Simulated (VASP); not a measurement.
# AlN (F-43m) in VASP: a series of runs

AlN is run at these levels: PBE; tasks: single point.

Everything below comes from runs of VASP 6.6.1. Logs are shortened: lines on timing, memory, paths and dates and some standing lists are left out, and cuts for length are marked.

## 1. The cell of the first run

It takes space group F-43m (No. 216, cubic). The conventional cell has a = 4.413 Å, b = 4.413 Å, c = 4.413 Å, α = 90.00°, β = 90.00°, γ = 90.00°. Al (site symmetry -43m) has 4 N at 1.91 Å within 2.5 Å. Within 2.5 Å of N (site symmetry -43m) lie 4 Al at 1.91 Å.

## 2. Single point, PBE (strain +1.0%)

INCAR

```
ALGO     = Normal         # electronic algorithm
EDIFF    = 1E-6           # SCF threshold, eV
ENCUT    = 520            # plane-wave cutoff, eV
GGA      = PE             # functional
ISIF     = 2              # what is computed and relaxed
ISMEAR   = 0              # smearing method
LASPH    = T              # aspherical terms in the spheres
LCHARG   = F              # write CHGCAR
LREAL    = F              # projectors in reciprocal space
LWAVE    = F              # write WAVECAR
NBANDS   = 11             # bands
NELM     = 60             # most SCF steps
PREC     = Accurate       # precision mode
SIGMA    = 0.01           # smearing width, eV
```

KPOINTS

```
k-points
0
Gamma
  6 6 6
```

POSCAR

```
AlN
1.0
    0.0000000000      2.2067251766      2.2067251766
    2.2067251766      0.0000000000      2.2067251766
    2.2067251766      2.2067251766      0.0000000000
Al N
1 1
Direct
    0.0000000000      0.0000000000      0.0000000000
    0.2500000000      0.2500000000      0.2500000000
```

Potentials or basis: VASP PAW PBE potentials, release 64 (Al, N).

Started as:

```
$ cat potpaw_PBE.64/Al/POTCAR potpaw_PBE.64/N/POTCAR > POTCAR
$ mpirun -np 1 vasp_std > vasp.out
```

OUTCAR:

```text
EDIFF = 1E-6
   ENCUT = 520
   GGA = PE
   ISIF = 2
   ISMEAR = 0
   LASPH = T
   LREAL = F
   NELM = 60
   PREC = Accurate

 ion  position               nearest neighbor table
   1  0.000  0.000  0.000-   2 1.91   2 1.91   2 1.91   2 1.91
   2  0.250  0.250  0.250-   1 1.91   1 1.91   1 1.91   1 1.91

  LATTYP: Found a face centered cubic cell.
 ALAT       =     4.4134503532

  Lattice vectors:

 A1 = (   0.0000000000,   2.2067251766,   2.2067251766)
 A2 = (   2.2067251766,   0.0000000000,   2.2067251766)
 A3 = (   2.2067251766,   2.2067251766,   0.0000000000)

Analysis of symmetry for initial positions (statically):
=====================================================================
 Subroutine PRICEL returns:
 Original cell was already a primitive cell.

 Routine SETGRP: Setting up the symmetry group for a
 face centered cubic supercell.

 Subroutine GETGRP returns: Found 24 space group operations
 (whereof 24 operations were pure point group operations)
 out of a pool of 48 trial point group operations.

The static configuration has the point symmetry T_d .

Analysis of symmetry for dynamics (positions and initial velocities):
=====================================================================
 Subroutine PRICEL returns:
 Original cell was already a primitive cell.

 Routine SETGRP: Setting up the symmetry group for a
 face centered cubic supercell.

 Subroutine GETGRP returns: Found 24 space group operations
 (whereof 24 operations were pure point group operations)
 out of a pool of 48 trial point group operations.

The dynamic configuration has the point symmetry T_d .

 Subroutine INISYM returns: Found 24 space group operations
 (whereof 24 operations are pure point group operations),
 and found     1 'primitive' translations

----------------------------------------------------------------------------------------

                                     Primitive cell

  volume of cell :      21.4919

  direct lattice vectors                    reciprocal lattice vectors
     0.000000000  2.206725177  2.206725177    -0.226580095  0.226580095  0.226580095
     2.206725177  0.000000000  2.206725177     0.226580095 -0.226580095  0.226580095
     2.206725177  2.206725177  0.000000000     0.226580095  0.226580095 -0.226580095

  length of vectors
     3.120780673  3.120780673  3.120780673     0.392448236  0.392448236  0.392448236

  position of ions in fractional coordinates (direct lattice)
     0.000000000  0.000000000  0.000000000
     0.250000000  0.250000000  0.250000000

  ion indices of the primitive-cell ions
   primitive index   ion index
                 1           1
                 2           2

----------------------------------------------------------------------------------------

 KPOINTS: k-points

Automatic generation of k-mesh.
 Grid dimensions read from file:
 generate k-points for:    6    6    6

 Generating k-lattice:

  Cartesian coordinates                     Fractional coordinates (reciprocal lattice)
    -0.037763349  0.037763349  0.037763349     0.166666667  0.000000000  0.000000000
     0.037763349 -0.037763349  0.037763349     0.000000000  0.166666667  0.000000000
     0.037763349  0.037763349 -0.037763349     0.000000000  0.000000000  0.166666667

  Length of vectors
     0.065408039  0.065408039  0.065408039

  Shift w.r.t. Gamma in fractional coordinates (k-lattice)
     0.000000000  0.000000000  0.000000000

 Subroutine IBZKPT returns following result:
 ===========================================

 Found     16 irreducible k-points:

 Following reciprocal coordinates:
            Coordinates               Weight
  0.000000  0.000000  0.000000      1.000000
  0.166667  0.000000  0.000000      8.000000
  0.333333  0.000000  0.000000      8.000000
  0.500000  0.000000  0.000000      4.000000
  0.166667  0.166667  0.000000      6.000000
  0.333333  0.166667  0.000000     24.000000
[... 8 lines left out ...]
 -0.333333  0.333333  0.166667     24.000000
 -0.333333  0.500000  0.166667     12.000000
   k-points           NKPTS =     16   k-points in BZ     NKDIM =     16   number of bands    NBANDS=     11
   number of dos      NEDOS =    301   number of ions     NIONS =      2
   total plane-waves  NPLWV =  13824
   dimension x,y,z NGX =    24 NGY =   24 NGZ =   24
   dimension x,y,z NGXF=    48 NGYF=   48 NGZF=   48
   ions per type =               1   1
   NGX,Y,Z   is equivalent  to a cutoff of  12.78, 12.78, 12.78 a.u.
   NGXF,Y,Z  is equivalent  to a cutoff of  25.57, 25.57, 25.57 a.u.
 SYSTEM =  unknown system
   PREC   = accura    normal or accurate (medium, high low for compatibility)
   ISTART =      0    job   : 0-new  1-cont  2-samecut
   ICHARG =      2    charge: 1-file 2-atom 10-const
   ISPIN  =      1    spin polarized calculation?
   LNONCOLLINEAR =      F non collinear calculations
   LSORBIT =      F    spin-orbit coupling
   LASPH  =      T    aspherical Exc in radial PAW
   ENCUT  =  520.0 eV  38.22 Ry    6.18 a.u.   5.80  5.80  5.80*2*pi/ulx,y,z
   NELM   =     60;   NELMIN=  2; NELMDL= -5     # of ELM steps
   EDIFF  = 0.1E-05   stopping-criterion for ELM
   LREAL  =      F    real-space projection
   EDIFFG = 0.1E-04   stopping-criterion for IOM
   NSW    =      0    number of steps for IOM
   IBRION =     -1    ionic relax: 0-MD 1-quasi-New 2-CG
   NFREE  =      0    steps in history (QN), initial steepest desc. (CG)
   ISIF   =      2    stress and relaxation
   ISYM   =      2    0-nonsym 1-usesym 2-fastsym
   POTIM  = 0.5000    time-step for ionic-motion
   TEBEG  =    0.0;   TEEND  =   0.0 temperature during run
   PSTRESS=    0.0 pullay stress
   NELECT =       8.0000    total number of electrons
   NUPDOWN=      -1.0000    fix difference up-down
   EMIN   =  10.00;   EMAX   =-10.00  energy-range for DOS
   EFERMI =   0.00;   METHOD = LEGACY
   ISMEAR =     0;   SIGMA  =   0.01  broadening in eV -4-tet -1-fermi 0-gaus
   EFERMI_NEDOS =   21; number of points for ismear=-14 and -15
   IALGO  =     38    algorithm
   IMIX   =      4    mixing-type and parameters
     AMIX     =   0.40;   BMIX     =  1.00
     AMIX_MAG =   1.60;   BMIX_MAG =  1.00
  volume/ion in A,a.u.               =      10.75        72.52
  Fermi-wavevector in a.u.,A,eV,Ry     =   1.177642  2.225420 18.869109  1.386840
  Thomas-Fermi vector in A             =   2.313985
   LORBIT       =      0    0 simple, 1 ext, 2 COOP (PROOUT), +10 PAW based schemes
   GGA     = PE    functional components
   LHFCALC =     F    Hartree Fock is set to
   AEXX    =    0.0000 exact exchange contribution
   IVDW    =     0    specifies the selected vdW correction
   LEPSILON=     F    determine dielectric tensor
   LRPA    =     F    only Hartree local field effects (RPA)
 non-spin polarized calculation
 Gauss-broadening in eV      SIGMA  =   0.01
  energy-cutoff  :      520.00
  volume of cell :       21.49
 maximum number of plane-waves:       589
   NGX = 11   NGY = 11   NGZ = 11

 number of electron       8.0000001 magnetization

 Free energy of the ion-electron system (eV)
  ---------------------------------------------------
  ext. energy  EPLUGINS =         0.00000000
  ---------------------------------------------------
  free energy    TOTEN  =       -14.84478676 eV

  energy without entropy =      -14.84478676  energy(sigma->0) =      -14.84478676

 E-fermi :   5.7404     XC(G=0): -10.7983

 val. band max:        5.6829819062   @ k =   0.0000   0.0000   0.0000
 cond. band min:       8.9820788460   @ k =   0.5000   0.5000   0.0000
 fundamental gap:      3.2990969398
 Fermi energy:         5.7403577441

 k-point     1 :       0.0000    0.0000    0.0000
  band No.  band energies     occupation
      1      -9.1204      2.00000
      2       5.6830      2.00000
      3       5.6830      2.00000
      4       5.6830      2.00000
      5       9.6056      0.00000
      6      17.9365      0.00000
      7      17.9365      0.00000
      8      17.9365      0.00000
      9      23.1220      0.00000
     10      23.1220      0.00000
     11      24.4645      0.00000

 k-point     2 :       0.1667    0.0000    0.0000
  band No.  band energies     occupation
      1      -8.7377      2.00000
      2       3.8447      2.00000
      3       5.5516      2.00000
      4       5.5516      2.00000
      5      11.0368      0.00000
      6      17.0327      0.00000
      7      18.1089      0.00000
      8      18.1089      0.00000
      9      21.3458      0.00000
     10      21.3458      0.00000
     11      23.0486      0.00000

 k-point     3 :       0.3333    0.0000    0.0000
  band No.  band energies     occupation
      1      -7.7930      2.00000
      2       1.2164      2.00000
      3       5.3144      2.00000
      4       5.3144      2.00000
      5      12.4226      0.00000
      6      15.8298      0.00000
      7      17.1941      0.00000
      8      17.1941      0.00000
      9      22.6662      0.00000
     10      22.8885      0.00000
     11      22.8885      0.00000

 k-point     4 :       0.5000    0.0000    0.0000
  band No.  band energies     occupation
      1      -7.1627      2.00000
      2      -0.0429      2.00000
      3       5.2066      2.00000
      4       5.2066      2.00000
      5      12.7802      0.00000
      6      15.3354      0.00000
      7      16.6328      0.00000
      8      16.6328      0.00000
      9      23.2633      0.00000
     10      25.3652      0.00000
     11      25.3652      0.00000
[... 127 lines left out ...]
 k-point    14 :       0.5000    0.3333    0.1667
  band No.  band energies     occupation
      1      -7.1237      2.00000
      2       1.4420      2.00000
      3       3.4124      2.00000
      4       4.4871      2.00000
      5      12.0115      0.00000
      6      15.9093      0.00000
      7      16.2279      0.00000
      8      18.8830      0.00000
      9      21.0807      0.00000
     10      25.2389      0.00000
     11      28.3281      0.00000

 k-point    15 :      -0.3333    0.3333    0.1667
  band No.  band energies     occupation
      1      -6.6873      2.00000
      2       1.1519      2.00000
      3       2.8065      2.00000
      4       4.0703      2.00000
      5      12.0901      0.00000
      6      15.4893      0.00000
      7      17.4181      0.00000
      8      18.4778      0.00000
      9      22.1050      0.00000
     10      23.9493      0.00000
     11      29.1924      0.00000

 k-point    16 :      -0.3333    0.5000    0.1667
  band No.  band energies     occupation
      1      -6.5168      2.00000
      2       1.4448      2.00000
      3       2.9637      2.00000
      4       3.2417      2.00000
      5      10.8691      0.00000
      6      15.7701      0.00000
      7      18.3214      0.00000
      8      18.3485      0.00000
      9      21.8516      0.00000
     10      25.5388      0.00000
     11      29.6215      0.00000

------------------------ aborting loop because EDIFF is reached ----------------------------------------

  FORCE on cell =-STRESS in cart. coord.  units (eV):
  Direction    XX          YY          ZZ          XY          YZ          ZX
  --------------------------------------------------------------------------------------
  -------------------------------------------------------------------------------------
  Total       -0.2171988     -0.2171988     -0.2171988     -0.0000000      0.0000000      0.0000000
  in kB      -16.1917326    -16.1917326    -16.1917326     -0.0000000      0.0000000      0.0000000
  external PRESSURE =     -16.1917326 kB  Pullay stress =       0.0000000 kB

 VOLUME and BASIS-vectors are now :
 -----------------------------------------------------------------------------
  energy-cutoff  :      520.00
  volume of cell :       21.49
      direct lattice vectors                 reciprocal lattice vectors
     0.000000000  2.206725177  2.206725177    -0.226580095  0.226580095  0.226580095
     2.206725177  0.000000000  2.206725177     0.226580095 -0.226580095  0.226580095
     2.206725177  2.206725177  0.000000000     0.226580095  0.226580095 -0.226580095

 POSITION                                       TOTAL-FORCE (eV/Angst)
 -----------------------------------------------------------------------------------
      0.00000      0.00000      0.00000         0.000000      0.000000      0.000000
      1.10336      1.10336      1.10336        -0.000000     -0.000000     -0.000000
 -----------------------------------------------------------------------------------
    total drift:                                0.000000      0.000000     -0.000000

  FREE ENERGIE OF THE ION-ELECTRON SYSTEM (eV)
  ---------------------------------------------------
  free  energy   TOTEN  =       -14.8447867558 eV

  energy  without entropy=      -14.8447867558  energy(sigma->0) =      -14.84478676
```

Wall time 3.6 s (1 thread of Intel Xeon Platinum 8488C (Sapphire Rapids), shared host); peak memory 0.13 GiB.

Results:

```yaml
Free_energy: -14.8448 eV
Pressure: -1.6 GPa
Band_gap_on_the_k_mesh: 3.30 eV, indirect (least direct gap 3.92 eV)
```

Caveat: the cell differs from its parent crystal (strain +1.0%). A k mesh can miss the band edges.

## 3. Single point, PBE (strain +2.0%)

INCAR

```
  ALGO = Normal
  EDIFF = 1E-6
  ENCUT = 520
  GGA = PE
  ISIF = 2
  ISMEAR = 0
  LASPH = T
  LCHARG = T
  LELF = T
  LREAL = F
  LVHAR = T
  LWAVE = F
  NBANDS = 11
  NELM = 60
  PREC = Accurate
  SIGMA = 0.01
```

KPOINTS is that of step 2.

POSCAR

```
AlN
1.0
    0.0000000000      2.2285739407      2.2285739407
    2.2285739407      0.0000000000      2.2285739407
    2.2285739407      2.2285739407      0.0000000000
Al N
1 1
Direct
    0.0000000000      0.0000000000      0.0000000000
    0.2500000000      0.2500000000      0.2500000000
```

Potentials or basis: VASP PAW PBE potentials, release 64 (Al, N).

Started as:

```
$ cat potpaw_PBE.64/Al/POTCAR potpaw_PBE.64/N/POTCAR > POTCAR
$ mpirun -np 1 vasp_std > vasp.out
```

OUTCAR:

```text
EDIFF = 1E-6
   ENCUT = 520
   GGA = PE
   ISIF = 2
   ISMEAR = 0
   LASPH = T
   LREAL = F
   NELM = 60
   PREC = Accurate

 ion  position               nearest neighbor table
   1  0.000  0.000  0.000-   2 1.93   2 1.93   2 1.93   2 1.93
   2  0.250  0.250  0.250-   1 1.93   1 1.93   1 1.93   1 1.93

  LATTYP: Found a face centered cubic cell.
 ALAT       =     4.4571478814

  Lattice vectors:

 A1 = (   0.0000000000,   2.2285739407,   2.2285739407)
 A2 = (   2.2285739407,   0.0000000000,   2.2285739407)
 A3 = (   2.2285739407,   2.2285739407,   0.0000000000)

Analysis of symmetry for initial positions (statically):
=====================================================================
 Subroutine PRICEL returns:
 Original cell was already a primitive cell.

 Routine SETGRP: Setting up the symmetry group for a
 face centered cubic supercell.

 Subroutine GETGRP returns: Found 24 space group operations
 (whereof 24 operations were pure point group operations)
 out of a pool of 48 trial point group operations.

The static configuration has the point symmetry T_d .

Analysis of symmetry for dynamics (positions and initial velocities):
[... 162 lines left out ...]
      4       5.4144      2.00000
      5       9.0831      0.00000
      6      17.3837      0.00000
      7      17.3837      0.00000
      8      17.3837      0.00000
      9      22.6204      0.00000
     10      22.6204      0.00000
     11      23.9089      0.00000
[... 197 lines left out ...]
 k-point    16 :      -0.3333    0.5000    0.1667
  band No.  band energies     occupation
      1      -6.7329      2.00000
      2       1.2447      2.00000
      3       2.7527      2.00000
      4       3.0298      2.00000
      5      10.5428      0.00000
      6      15.2809      0.00000
      7      17.7050      0.00000
      8      17.7804      0.00000
      9      21.2042      0.00000
     10      24.9358      0.00000
     11      28.7605      0.00000

------------------------ aborting loop because EDIFF is reached ----------------------------------------

  FORCE on cell =-STRESS in cart. coord.  units (eV):
  Direction    XX          YY          ZZ          XY          YZ          ZX
  --------------------------------------------------------------------------------------
  -------------------------------------------------------------------------------------
  Total       -0.9459824     -0.9459824     -0.9459824     -0.0000000     -0.0000000      0.0000000
  in kB      -68.4671902    -68.4671902    -68.4671902     -0.0000000     -0.0000000      0.0000000
  external PRESSURE =     -68.4671902 kB  Pullay stress =       0.0000000 kB

 VOLUME and BASIS-vectors are now :
 -----------------------------------------------------------------------------
  energy-cutoff  :      520.00
  volume of cell :       22.14
      direct lattice vectors                 reciprocal lattice vectors
     0.000000000  2.228573941  2.228573941    -0.224358721  0.224358721  0.224358721
     2.228573941  0.000000000  2.228573941     0.224358721 -0.224358721  0.224358721
     2.228573941  2.228573941  0.000000000     0.224358721  0.224358721 -0.224358721

 POSITION                                       TOTAL-FORCE (eV/Angst)
 -----------------------------------------------------------------------------------
      0.00000      0.00000      0.00000        -0.000000     -0.000000     -0.000000
      1.11429      1.11429      1.11429         0.000000      0.000000      0.000000
 -----------------------------------------------------------------------------------
    total drift:                               -0.000000     -0.000000     -0.000000

  FREE ENERGIE OF THE ION-ELECTRON SYSTEM (eV)
  ---------------------------------------------------
  free  energy   TOTEN  =       -14.8278545537 eV

  energy  without entropy=      -14.8278545537  energy(sigma->0) =      -14.82785455
```

OSZICAR:

```text
N       E                     dE             d eps       ncg     rms          rms(c)
DAV:   1     0.122392840431E+02    0.12239E+02   -0.40251E+03   360   0.609E+02
DAV:   2    -0.160716096676E+02   -0.28311E+02   -0.27177E+02   405   0.133E+02
DAV:   3    -0.170960495643E+02   -0.10244E+01   -0.10230E+01   441   0.250E+01
DAV:   4    -0.171016353598E+02   -0.55858E-02   -0.55854E-02   391   0.202E+00
DAV:   5    -0.171017005975E+02   -0.65238E-04   -0.65237E-04   430   0.214E-01    0.835E+00
DAV:   6    -0.148347751734E+02    0.22669E+01   -0.12058E+01   411   0.170E+01    0.277E+00
DAV:   7    -0.148345627050E+02    0.21247E-03   -0.15127E-01   376   0.315E+00    0.199E+00
DAV:   8    -0.148294811358E+02    0.50816E-02   -0.32039E-02   376   0.168E+00    0.610E-01
DAV:   9    -0.148277974479E+02    0.16837E-02   -0.47883E-03   412   0.410E-01    0.238E-01
DAV:  10    -0.148278464889E+02   -0.49041E-04   -0.53826E-04   394   0.148E-01    0.172E-02
DAV:  11    -0.148278548827E+02   -0.83938E-05   -0.11452E-05   418   0.250E-02    0.183E-02
DAV:  12    -0.148278545537E+02    0.32907E-06   -0.11750E-06   325   0.773E-03
   1 F= -.14827855E+02 E0= -.14827855E+02  d E =-.390508E-34
```

stdout:

```text
POSCAR found type information on POSCAR AlN
 POSCAR found :  2 types and       2 ions
 scaLAPACK will be used
 LDA part: xc-table for (Slater+PW92), standard interpolation
 POSCAR, INCAR and KPOINTS ok, starting setup
 FFT: planning ... GRIDC
 FFT: planning ... GRID_SOFT
 FFT: planning ... GRID
 WAVECAR not read
 entering main loop
```

Run time: 4.2 s. Hardware: 1 thread of Intel Xeon Platinum 8488C (Sapphire Rapids), shared host; peak memory 0.13 GiB.

What came out:

```
Free energy            : -14.8279 eV
Pressure               : -6.8 GPa
Band gap on the k mesh : 3.28 eV, indirect (least direct gap 3.67 eV)
```

Levels at points of the mesh, in eV from the valence-band top:
```csv
k point,band 1,band 2,band 3,band 4,band 5,band 6,band 7,band 8,band 9
"(0.00, 0.00, 0.00)",-14.64,0.00,0.00,0.00,3.67,11.97,11.97,11.97,17.21
"(0.50, 0.00, 0.00)",-12.76,-5.61,-0.47,-0.47,6.83,9.45,10.77,10.77,17.21
"(0.50, 0.50, 0.00)",-12.18,-4.72,-1.71,-1.71,3.28,8.24,13.17,14.99,14.99
```

Caveat: the cell differs from its parent crystal (strain +2.0%).
